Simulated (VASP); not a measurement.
# Hf (Fm-3m) in VASP: further runs

The runs below take Hf through single point, with PBEsol.

Everything below comes from runs of VASP 6.6.1. Logs are shortened: lines on timing, memory, paths and dates and some standing lists are left out, and cuts for length are marked.

## (1) The cell of the first run

It takes space group Fm-3m (No. 225, cubic). Conventional cell: a = 4.620 Å, b = 4.620 Å, c = 4.620 Å, α = 90.00°, β = 90.00°, γ = 90.00°. Within 4.3 Å of Hf (site symmetry m-3m) lie 12 Hf at 3.27 Å.

## (2) Single point, PBEsol (strained)

Contents of INCAR:

```
PREC = Accurate
ENCUT = 520
EDIFF = 1E-6
ISMEAR = 0
SIGMA = 0.1
LREAL = F
LASPH = T
NELM = 60
ALGO = Normal
ISIF = 2
LWAVE = F
LCHARG = F
GGA = PS
NBANDS = 11
```

Contents of KPOINTS:

```
regular mesh
0
Gamma
  16 16 16
```

Contents of POSCAR:

```
Hf
1.0
    0.0000000000      2.3098434000      2.3098434000
    2.3098434000      0.0000000000      2.3098434000
    2.3098434000      2.3098434000      0.0000000000
Hf
1
Direct
    0.0000000000      0.0000000000      0.0000000000
```

Potentials or basis: VASP PAW PBE potentials, release 64 (Hf_pv).

On the command line:

```sh
$ cat potpaw_PBE.64/Hf_pv/POTCAR > POTCAR
$ mpirun -np 1 vasp_std > vasp.out
```

OUTCAR:

```text
PREC = Accurate
   ENCUT = 520
   EDIFF = 1E-6
   ISMEAR = 0
   LREAL = F
   LASPH = T
   NELM = 60
   ISIF = 2
   GGA = PS

 ion  position               nearest neighbor table
   1  0.000  0.000  0.000-

  LATTYP: Found a face centered cubic cell.
 ALAT       =     4.6196868000

  Lattice vectors:

 A1 = (   0.0000000000,   2.3098434000,   2.3098434000)
 A2 = (   2.3098434000,   0.0000000000,   2.3098434000)
 A3 = (   2.3098434000,   2.3098434000,   0.0000000000)

Analysis of symmetry for initial positions (statically):
=====================================================================
 Subroutine PRICEL returns:
 Original cell was already a primitive cell.

 Routine SETGRP: Setting up the symmetry group for a
 face centered cubic supercell.

 Subroutine GETGRP returns: Found 48 space group operations
 (whereof 48 operations were pure point group operations)
 out of a pool of 48 trial point group operations.

The static configuration has the point symmetry O_h .

Analysis of symmetry for dynamics (positions and initial velocities):
=====================================================================
 Subroutine PRICEL returns:
 Original cell was already a primitive cell.

 Routine SETGRP: Setting up the symmetry group for a
 face centered cubic supercell.

 Subroutine GETGRP returns: Found 48 space group operations
 (whereof 48 operations were pure point group operations)
 out of a pool of 48 trial point group operations.

The dynamic configuration has the point symmetry O_h .

 Subroutine INISYM returns: Found 48 space group operations
 (whereof 48 operations are pure point group operations),
 and found     1 'primitive' translations

----------------------------------------------------------------------------------------

                                     Primitive cell

  volume of cell :      24.6478

  direct lattice vectors                    reciprocal lattice vectors
     0.000000000  2.309843400  2.309843400    -0.216464891  0.216464891  0.216464891
     2.309843400  0.000000000  2.309843400     0.216464891 -0.216464891  0.216464891
     2.309843400  2.309843400  0.000000000     0.216464891  0.216464891 -0.216464891

  length of vectors
     3.266611863  3.266611863  3.266611863     0.374928189  0.374928189  0.374928189

  position of ions in fractional coordinates (direct lattice)
     0.000000000  0.000000000  0.000000000

  ion indices of the primitive-cell ions
   primitive index   ion index
[... 73 lines left out ...]
   EDIFF  = 0.1E-05   stopping-criterion for ELM
   LREAL  =      F    real-space projection
   EDIFFG = 0.1E-04   stopping-criterion for IOM
   NSW    =      0    number of steps for IOM
   IBRION =     -1    ionic relax: 0-MD 1-quasi-New 2-CG
   NFREE  =      0    steps in history (QN), initial steepest desc. (CG)
   ISIF   =      2    stress and relaxation
   ISYM   =      2    0-nonsym 1-usesym 2-fastsym
   POTIM  = 0.5000    time-step for ionic-motion
   TEBEG  =    0.0;   TEEND  =   0.0 temperature during run
   PSTRESS=    0.0 pullay stress
   NELECT =      10.0000    total number of electrons
   NUPDOWN=      -1.0000    fix difference up-down
   EMIN   =  10.00;   EMAX   =-10.00  energy-range for DOS
   EFERMI =   0.00;   METHOD = LEGACY
   ISMEAR =     0;   SIGMA  =   0.10  broadening in eV -4-tet -1-fermi 0-gaus
   EFERMI_NEDOS =   21; number of points for ismear=-14 and -15
   IALGO  =     38    algorithm
   IMIX   =      4    mixing-type and parameters
     AMIX     =   0.40;   BMIX     =  1.00
     AMIX_MAG =   1.60;   BMIX_MAG =  1.00
  volume/ion in A,a.u.               =      24.65       166.33
  Fermi-wavevector in a.u.,A,eV,Ry     =   1.211943  2.290241 19.984326  1.468807
  Thomas-Fermi vector in A             =   2.347443
   LORBIT       =      0    0 simple, 1 ext, 2 COOP (PROOUT), +10 PAW based schemes
   GGA     = PS    functional components
   LHFCALC =     F    Hartree Fock is set to
   AEXX    =    0.0000 exact exchange contribution
   IVDW    =     0    specifies the selected vdW correction
   LEPSILON=     F    determine dielectric tensor
   LRPA    =     F    only Hartree local field effects (RPA)
 non-spin polarized calculation
 Gauss-broadening in eV      SIGMA  =   0.10
  energy-cutoff  :      520.00
  volume of cell :       24.65
 maximum number of plane-waves:       684
   NGX = 13   NGY = 13   NGZ = 13

 number of electron      10.0000002 magnetization

 Free energy of the ion-electron system (eV)
  ---------------------------------------------------
  ext. energy  EPLUGINS =         0.00000000
  ---------------------------------------------------
  free energy    TOTEN  =       -10.30738218 eV

  energy without entropy =      -10.29788547  energy(sigma->0) =      -10.30263382

 E-fermi :   3.9441     XC(G=0): -10.9593

 val. band max:        3.9291038869   @ k =  -0.3750   0.0625   0.0000
 cond. band min:       3.9472900648   @ k =   0.3750   0.0000   0.0000
 fundamental gap:      0.0181861778
 Fermi energy:         3.9440770007

 k-point     1 :       0.0000    0.0000    0.0000
  band No.  band energies     occupation
      1     -26.3912      2.00000
      2     -26.3912      2.00000
      3     -26.3912      2.00000
      4      -2.9381      2.00000
      5       5.2717      0.00000
      6       5.2717      0.00000
      7       5.2717      0.00000
      8       7.7195      0.00000
      9       7.7195      0.00000
     10      14.9890      0.00000
     11      16.6267      0.00000
[... 309 lines left out ...]
 k-point    24 :      -0.0625    0.0625    0.0000
  band No.  band energies     occupation
      1     -26.4472      2.00000
      2     -26.4078      2.00000
      3     -26.3954      2.00000
      4      -2.6147      2.00000
      5       4.9540      0.00000
      6       5.4219      0.00000
      7       5.4306      0.00000
      8       7.4304      0.00000
      9       7.7148      0.00000
     10      15.6864      0.00000
     11      16.6237      0.00000

 [... further k-points ...]
[... 5 lines left out ...]
  --------------------------------------------------------------------------------------
  -------------------------------------------------------------------------------------
  Total       -1.8182397     -1.8182397     -1.8182397      0.0000000     -0.0000000      0.0000000
  in kB     -118.1909187   -118.1909187   -118.1909187      0.0000000     -0.0000000      0.0000000
  external PRESSURE =    -118.1909187 kB  Pullay stress =       0.0000000 kB

 VOLUME and BASIS-vectors are now :
 -----------------------------------------------------------------------------
  energy-cutoff  :      520.00
  volume of cell :       24.65
      direct lattice vectors                 reciprocal lattice vectors
     0.000000000  2.309843400  2.309843400    -0.216464891  0.216464891  0.216464891
     2.309843400  0.000000000  2.309843400     0.216464891 -0.216464891  0.216464891
     2.309843400  2.309843400  0.000000000     0.216464891  0.216464891 -0.216464891

 POSITION                                       TOTAL-FORCE (eV/Angst)
 -----------------------------------------------------------------------------------
      0.00000      0.00000      0.00000         0.000000      0.000000      0.000000
 -----------------------------------------------------------------------------------
    total drift:                                0.000000      0.000000     -0.000000

  FREE ENERGIE OF THE ION-ELECTRON SYSTEM (eV)
  ---------------------------------------------------
  free  energy   TOTEN  =       -10.3073821751 eV

  energy  without entropy=      -10.2978854726  energy(sigma->0) =      -10.30263382
```

Wall time 11 s (1 thread of Intel Xeon Platinum 8488C (Sapphire Rapids), shared host); peak memory 0.16 GiB.

What came out:

```yaml
Free_energy: -10.3074 eV
Pressure: -11.8 GPa
Band_gap_on_the_k_mesh: zero (band 5 reaches 5.27 eV, above the bottom of band 6 at 3.57 eV)
```

Caveat: the cell differs from its parent crystal (strained); the PAW data sets were made with another functional, which shifts forces and pressure a little; spin-orbit coupling is left out, which moves the levels of the heavy elements.

## (3) Single point, PBEsol (volume scaled by 0.94)

Contents of INCAR:

```
SYSTEM = Hf
ALGO     = Normal         ! electronic algorithm
EDIFF    = 1E-6           ! SCF threshold, eV
ENCUT    = 520            ! plane-wave cutoff, eV
GGA      = PS             ! functional
ISIF     = 2              ! what is computed and relaxed
ISMEAR   = 0              ! smearing method
LASPH    = .TRUE.         ! aspherical terms in the spheres
LCHARG   = .TRUE.         ! write CHGCAR
LELF     = .TRUE.         ! ELF
LREAL    = .FALSE.        ! projectors in reciprocal space
LVHAR    = .TRUE.       
LWAVE    = .FALSE.        ! write WAVECAR
NBANDS   = 11             ! bands
NELM     = 80             ! most SCF steps
PREC     = Accurate       ! precision mode
SIGMA    = 0.1            ! smearing width, eV
```

Contents of KPOINTS:

```
k-points
0
G
  16 16 16
  0 0 0
```

Contents of POSCAR:

```
Hf
1.0
    0.0000000000      2.1639538016      2.1639538016
    2.1639538016      0.0000000000      2.1639538016
    2.1639538016      2.1639538016      0.0000000000
Hf
1
Direct
    0.0000000000      0.0000000000      0.0000000000
```

Potentials or basis: VASP PAW PBE potentials, release 64 (Hf_pv).

On the command line:

```sh
$ cat potpaw_PBE.64/Hf_pv/POTCAR > POTCAR
$ mpirun -np 1 vasp_std > vasp.out
```

Run time: 24 s. Hardware: 1 thread of Intel Xeon 6975P-C, shared host; peak memory 0.16 GiB.

It converged, with:

| Property | Result |
| --- | --- |
| Free energy | -10.4108 eV |
| Pressure | 7.0 GPa |
| Band gap on the k mesh | zero (band 5 reaches 6.71 eV, above the bottom of band 6 at 4.85 eV) |

Levels at points of the mesh, in eV from the Fermi level:
```
           k point  band 1  band 2  band 3  band 4  band 5  band 6  band 7  band 8  band 9  band 10
(0.00, 0.00, 0.00)  -29.61  -29.61  -29.61   -7.56    1.41    1.41    1.41    4.57    4.57    11.69
(0.50, 0.00, 0.00)  -30.74  -29.76  -29.76   -3.95    0.97    1.14    1.14    7.01    7.01    10.66
(0.50, 0.50, 0.00)  -30.67  -30.01  -30.01   -3.71   -2.52    3.12    7.02    7.74    7.74    10.77
```

Caveat: the cell differs from its parent crystal (volume scaled by 0.94); the PAW data sets were made with another functional, which shifts forces and pressure a little; spin-orbit coupling is left out, which moves the levels of the heavy elements.

## (4) Single point, PBEsol (volume scaled by 0.97)

Contents of INCAR:

```
SYSTEM = Hf
PREC = Accurate
ENCUT = 520
EDIFF = 1E-7
ISMEAR = 0
SIGMA = 0.1
LREAL = .FALSE.
LASPH = .TRUE.
NELM = 80
ALGO = Fast
ISIF = 2
LWAVE = .FALSE.
LCHARG = .FALSE.
GGA = PS
NBANDS = 11
```

Contents of KPOINTS:

```
Automatic mesh
0
G
  16 16 16
  0 0 0
```

Contents of POSCAR:

```
Hf
1.0
    0.0000000000      2.1867339367      2.1867339367
    2.1867339367      0.0000000000      2.1867339367
    2.1867339367      2.1867339367      0.0000000000
Hf
1
Direct
    0.0000000000      0.0000000000      0.0000000000
```

On the command line:

```sh
$ cat potpaw_PBE.64/Hf_pv/POTCAR > POTCAR
$ mpirun -np 1 vasp_std > vasp.out
```

Run time: 54 s. Hardware: 1 thread of Intel Xeon 6975P-C, shared host; peak memory 0.16 GiB.

The run converged. Its results:

- Free energy: -10.4310 eV
- Pressure: 3.0 GPa
- Band gap on the k mesh: zero (band 5 reaches 6.47 eV, above the bottom of band 6 at 4.64 eV)

Levels at points of the mesh, in eV from the Fermi level:
| k point | band 1 | band 2 | band 3 | band 4 | band 5 | band 6 | band 7 | band 8 | band 9 | band 10 |
| --- | --- | --- | --- | --- | --- | --- | --- | --- | --- | --- |
| (0.00, 0.00, 0.00) | -29.72 | -29.72 | -29.72 | -7.45 | 1.41 | 1.41 | 1.41 | 4.45 | 4.45 | 11.59 |
| (0.50, 0.00, 0.00) | -30.74 | -29.85 | -29.85 | -3.85 | 0.85 | 1.16 | 1.16 | 6.78 | 6.78 | 10.24 |
| (0.50, 0.50, 0.00) | -30.68 | -30.08 | -30.08 | -3.56 | -2.39 | 2.92 | 6.79 | 7.48 | 7.48 | 10.49 |

Caveat: the cell differs from its parent crystal (volume scaled by 0.97); the PAW data sets were made with another functional, which shifts forces and pressure a little; spin-orbit coupling is left out, which moves the levels of the heavy elements.

## (5) Single point, PBEsol

This run uses another cell than the first one, of 21.56 Å³/atom, 0.875 times its volume.

Contents of INCAR:

```
  PREC = Accurate
  ENCUT = 520
  EDIFF = 1E-6
  ISMEAR = 0
  SIGMA = 0.1
  LREAL = F
  LASPH = T
  NELM = 60
  ALGO = Normal
  ISIF = 2
  LWAVE = F
  LCHARG = T
  GGA = PS
  LELF = T
  LVHAR = T
  NBANDS = 11
```

Contents of KPOINTS:

```
regular mesh
0
Gamma
  16 16 16
```

Contents of POSCAR:

```
Hf
1.0
    0.0000000000      2.2090490895      2.2090490895
    2.2090490895      0.0000000000      2.2090490895
    2.2090490895      2.2090490895      0.0000000000
Hf
1
Direct
    0.0000000000      0.0000000000      0.0000000000
```

On the command line:

```sh
$ cat potpaw_PBE.64/Hf_pv/POTCAR > POTCAR
$ mpirun -np 1 vasp_std > vasp.out
```

It took 38 s on 1 thread of Intel Xeon 6975P-C, shared host; peak memory 0.16 GiB.

The run converged. Its results:

```yaml
Free_energy: -10.4361 eV
Pressure: -0.4 GPa
Band_gap_on_the_k_mesh: zero (band 5 reaches 6.24 eV, above the bottom of band 6 at 4.44 eV)
```

Levels at points of the mesh, in eV from the Fermi level:
| k point | band 1 | band 2 | band 3 | band 4 | band 5 | band 6 | band 7 | band 8 | band 9 | band 10 |
| --- | --- | --- | --- | --- | --- | --- | --- | --- | --- | --- |
| (0.00, 0.00, 0.00) | -29.83 | -29.83 | -29.83 | -7.34 | 1.40 | 1.40 | 1.40 | 4.32 | 4.32 | 11.49 |
| (0.50, 0.00, 0.00) | -30.75 | -29.95 | -29.95 | -3.75 | 0.73 | 1.16 | 1.16 | 6.57 | 6.57 | 9.83 |
| (0.50, 0.50, 0.00) | -30.69 | -30.16 | -30.16 | -3.42 | -2.27 | 2.74 | 6.57 | 7.23 | 7.23 | 10.22 |

Caveat: the PAW data sets were made with another functional, which shifts forces and pressure a little; spin-orbit coupling is left out, which moves the levels of the heavy elements.

## (6) Single point, PBEsol (volume scaled by 1.03)

Contents of INCAR:

```
PREC     = Accurate       # precision mode
ENCUT    = 520            # plane-wave cutoff, eV
EDIFF    = 1E-6           # SCF threshold, eV
ISMEAR   = 0              # smearing method
SIGMA    = 0.1            # smearing width, eV
LREAL    = F              # projectors in reciprocal space
LASPH    = T              # aspherical terms in the spheres
NELM     = 60             # most SCF steps
ALGO     = Normal         # electronic algorithm
ISIF     = 2              # what is computed and relaxed
LWAVE    = F              # write WAVECAR
LCHARG   = F              # write CHGCAR
GGA      = PS             # functional
NBANDS   = 11             # bands
```

KPOINTS is that of step 5.

Contents of POSCAR:

```
Hf
1.0
    0.0000000000      2.2309222852      2.2309222852
    2.2309222852      0.0000000000      2.2309222852
    2.2309222852      2.2309222852      0.0000000000
Hf
1
Direct
    0.0000000000      0.0000000000      0.0000000000
```

Potentials or basis: VASP PAW PBE potentials, release 64 (Hf_pv).

On the command line:

```sh
$ cat potpaw_PBE.64/Hf_pv/POTCAR > POTCAR
$ mpirun -np 1 vasp_std > vasp.out
```

Wall time 37 s (1 thread of Intel Xeon 6975P-C, shared host); peak memory 0.16 GiB.

Results (log left out):

- Free energy: -10.4282 eV
- Pressure: -3.4 GPa
- Band gap on the k mesh: zero (band 5 reaches 6.03 eV, above the bottom of band 6 at 4.24 eV)

Levels at points of the mesh, in eV from the Fermi level:
| k point | band 1 | band 2 | band 3 | band 4 | band 5 | band 6 | band 7 | band 8 | band 9 | band 10 |
| --- | --- | --- | --- | --- | --- | --- | --- | --- | --- | --- |
| (0.00, 0.00, 0.00) | -29.94 | -29.94 | -29.94 | -7.24 | 1.39 | 1.39 | 1.39 | 4.20 | 4.20 | 11.39 |
| (0.50, 0.00, 0.00) | -30.77 | -30.05 | -30.05 | -3.66 | 0.63 | 1.17 | 1.17 | 6.36 | 6.36 | 9.45 |
| (0.50, 0.50, 0.00) | -30.72 | -30.24 | -30.24 | -3.29 | -2.16 | 2.58 | 6.36 | 6.99 | 6.99 | 9.96 |

Caveat: the cell differs from its parent crystal (volume scaled by 1.03); the PAW data sets were made with another functional, which shifts forces and pressure a little; spin-orbit coupling is left out, which moves the levels of the heavy elements.

## (7) Summary

```csv
cell,gap on the mesh (eV),pressure (GPa)
"a = 3.267 Å, angles 60.0°, 1 atom",none,-11.8
"a = 3.060 Å, angles 60.0°, 1 atom",none,7.0
"a = 3.093 Å, angles 60.0°, 1 atom",none,3.0
"a = 3.124 Å, angles 60.0°, 1 atom",none,-0.4
"a = 3.155 Å, angles 60.0°, 1 atom",none,-3.4
```

Alike in all rows: task single point; level PBEsol; potentials or basis VASP PAW PBE potentials, release 64 (Hf_pv); no spin polarisation; k mesh 16 × 16 × 16; cutoff (eV) 520; smearing gaussian 0.1 eV.

Caveats: the PAW data sets were made with another functional, which shifts forces and pressure a little; spin-orbit coupling is left out, which moves the levels of the heavy elements.

Absolute energies hang on the potentials; compare differences alone.
